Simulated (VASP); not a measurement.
# TaN (Fm-3m) in VASP: a series of runs, part 2 of 2

VASP 6.6.1. The steps go on from the part before.

## (4) Vibrations by perturbation theory, PBEsol

This run uses another cell than the first one, of 9.97 Å³/atom, 0.961 times its volume.

The input, INCAR:

```
SYSTEM = TaN
  PREC = Accurate
  ENCUT = 520
  EDIFF = 1E-8
  ISMEAR = -1
  SIGMA = 0.15
  LREAL = .False.
  LASPH = .True.
  NELM = 80
  ALGO = Normal
  ISIF = 2
  LWAVE = .False.
  LCHARG = .True.
  GGA = PS
  IBRION = 8
  NSW = 1
```

The input, KPOINTS:

```
Automatic mesh
0
Gamma
  16 16 16
  0 0 0
```

The input, POSCAR:

```
TaN
1.0
    0.0000000000      2.1520124086      2.1520124086
    2.1520124086      0.0000000000      2.1520124086
    2.1520124086      2.1520124086      0.0000000000
Ta N
1 1
Direct
    0.5000000000      0.5000000000      0.5000000000
    0.0000000000      0.0000000000      0.0000000000
```

Potentials or basis: VASP PAW PBE potentials, release 64 (Ta_pv, N).

Run with:

```console
cat potpaw_PBE.64/Ta_pv/POTCAR potpaw_PBE.64/N/POTCAR > POTCAR
mpirun -np 1 vasp_std > vasp.out
```

OUTCAR:

```text
SYSTEM = TaN
   PREC = Accurate
   ENCUT = 520
   EDIFF = 1E-8
   ISMEAR = -1
   LREAL = .False.
   LASPH = .True.
   NELM = 80
   ISIF = 2
   GGA = PS
   IBRION = 8
   NSW = 1

 ion  position               nearest neighbor table
   1  0.500  0.500  0.500-   2 2.15   2 2.15   2 2.15   2 2.15   2 2.15   2 2.15
   2  0.000  0.000  0.000-   1 2.15   1 2.15   1 2.15   1 2.15   1 2.15   1 2.15

  LATTYP: Found a face centered cubic cell.
 ALAT       =     4.3040248172

  Lattice vectors:

 A1 = (   0.0000000000,   2.1520124086,   2.1520124086)
 A2 = (   2.1520124086,   0.0000000000,   2.1520124086)
 A3 = (   2.1520124086,   2.1520124086,   0.0000000000)

Analysis of symmetry for initial positions (statically):
=====================================================================
 Subroutine PRICEL returns:
 Original cell was already a primitive cell.

 Routine SETGRP: Setting up the symmetry group for a
 face centered cubic supercell.

 Subroutine GETGRP returns: Found 48 space group operations
 (whereof 48 operations were pure point group operations)
 out of a pool of 48 trial point group operations.

The static configuration has the point symmetry O_h .

Analysis of symmetry for dynamics (positions and initial velocities):
=====================================================================
 Subroutine PRICEL returns:
 Original cell was already a primitive cell.

 Routine SETGRP: Setting up the symmetry group for a
 face centered cubic supercell.

 Subroutine GETGRP returns: Found 48 space group operations
[... 545 lines left out ...]
    total drift:                                0.000000     -0.000000     -0.000000

  FREE ENERGIE OF THE ION-ELECTRON SYSTEM (eV)
  ---------------------------------------------------
  free  energy   TOTEN  =       -23.1717144452 eV

  energy  without entropy=      -23.1145924536  energy(sigma->0) =      -23.14315345

[... ionic steps 2 to 3 ...]

--------------------------------------- Ionic step        4  -------------------------------------------

------------------------ aborting loop because EDIFF is reached ----------------------------------------

[... ionic steps 5 to 6 ...]

--------------------------------------- Ionic step        7  -------------------------------------------

 Free energy of the ion-electron system (eV)
  ---------------------------------------------------
  ---------------------------------------------------
  free energy    TOTEN  =        -0.23473532 eV

  energy without entropy =       -0.23473532

------------------------ aborting loop because EDIFF is reached ----------------------------------------

 INTERNAL STRAIN TENSOR  FOR ION    2  DIRECTION 1   (eV/Angst):
 -----------------------------------------------------------------------------
     0.05272 -0.00000  0.00000
    -0.00000 -0.02465  0.00000
     0.00000  0.00000 -0.02465

 INTERNAL STRAIN TENSOR FOR ION    2 for displacements in x,y,z  (eV/Angst):
          X           Y           Z          XY          YZ          ZX
  --------------------------------------------------------------------------------
  x     0.00000     0.00000     0.00000     0.00000     0.00000     0.00000
  y     0.00000     0.00000     0.00000     0.00000     0.00000     0.00000
  z     0.00000     0.00000     0.00000     0.00000     0.00000     0.00000

 SECOND DERIVATIVES (NOT SYMMETRIZED)
 ------------------------------------
               1X          1Y          1Z          2X          2Y          2Z
  1X   -10.859026    0.000000    0.000000   10.859026    0.000000    0.000000
  1Y     0.000000  -10.859026    0.000000    0.000000   10.859026    0.000000
  1Z     0.000000    0.000000  -10.859026    0.000000    0.000000   10.859026
  2X    10.859167    0.000000    0.000000  -10.859167    0.000000    0.000000
  2Y     0.000000   10.859167    0.000000    0.000000  -10.859167    0.000000
  2Z     0.000000    0.000000   10.859167    0.000000    0.000000  -10.859167

 Eigenvectors and eigenvalues of the dynamical matrix
 ----------------------------------------------------

   1 f  =   14.290679 THz    89.790985 2PiTHz  476.685746 cm-1    59.101474 meV
             X         Y         Z           dx          dy          dz
      2.152012  2.152012  2.152012     0.000000    0.267989    0.000000
      0.000000  0.000000  0.000000     0.000000   -0.963422    0.000000
[... 21 lines left out ...]
   6 f/i=    0.000024 THz     0.000151 2PiTHz    0.000801 cm-1     0.000099 meV
             X         Y         Z           dx          dy          dz
      2.152012  2.152012  2.152012     0.000000   -0.963422    0.000000
      0.000000  0.000000  0.000000     0.000000   -0.267989    0.000000

--------------------------------------------------------------------------------------------------------

 ELASTIC MODULI CONTR FROM IONIC RELAXATION (kBar)
 Direction    XX          YY          ZZ          XY          YZ          ZX
 --------------------------------------------------------------------------------
 XX           0.0000      0.0000      0.0000      0.0000      0.0000      0.0000
 YY           0.0000      0.0000      0.0000      0.0000      0.0000      0.0000
 ZZ           0.0000      0.0000      0.0000      0.0000      0.0000      0.0000
 XY           0.0000      0.0000      0.0000      0.0000      0.0000      0.0000
 YZ           0.0000      0.0000      0.0000      0.0000      0.0000      0.0000
 ZX           0.0000      0.0000      0.0000      0.0000      0.0000      0.0000
 --------------------------------------------------------------------------------
```

OSZICAR:

```text
N       E                     dE             d eps       ncg     rms          rms(c)
DAV:   1     0.876601245579E+02    0.87660E+02   -0.93757E+03  3488   0.143E+03
DAV:   2    -0.222549966787E+02   -0.10992E+03   -0.10408E+03  3976   0.342E+02
DAV:   3    -0.259160668620E+02   -0.36611E+01   -0.35348E+01  4368   0.566E+01
DAV:   4    -0.259664619842E+02   -0.50395E-01   -0.48650E-01  3928   0.555E+00
[... 51 lines left out ...]
RMM:  10    -0.234735261835E+00   -0.49277E-08   -0.20424E-07 15652   0.201E-04    0.122E-05
RMM:  11    -0.234735338565E+00   -0.76730E-07   -0.88876E-08 15887   0.931E-05    0.321E-06
RMM:  12    -0.234735325168E+00    0.13397E-07   -0.66260E-08 15415   0.625E-05    0.123E-06
RMM:  13    -0.234735321470E+00    0.36985E-08   -0.79013E-08 10893   0.519E-05    0.263E-07
 Linear response finished
```

stdout:

```text
POSCAR found type information on POSCAR TaN
 POSCAR found :  2 types and       2 ions
 scaLAPACK will be used
 -----------------------------------------------------------------------------
|                                                                             |
|                                                                             |
|     You enforced a specific xc type in the INCAR file but a different       |
[... 32 lines left out ...]
 Linear response reoptimize wavefunctions to high precision
 Linear response DOF=           2
 Linear response progress:
 first order change of Fermi-energy   0.28119E-03
 force on displaced ion       1 direction 1 : -10.859   0.000   0.000
 Linear response progress:
 first order change of Fermi-energy  -0.76270E-04
 force on displaced ion       2 direction 1 : -10.859   0.000   0.000
 Linear response finished
```

It took 3.4 min on 1 thread of AMD EPYC 9R45 (Zen 5), shared host; peak memory 0.3 GiB.

What came out:

* Highest phonon frequency at Γ, LO-TO splitting left out: 477 cm⁻¹

Phonon frequencies in cm⁻¹ (negative: imaginary):
```tsv
q point	frequencies
(0.000, 0.000, 0.000)	0 0 0 477 477 477
```

Caveat: the cell wasn't relaxed at this level first, which shifts response properties; the PAW data sets were made with another functional, which shifts forces and pressure a little; spin-orbit coupling is left out, which moves the levels of the heavy elements.
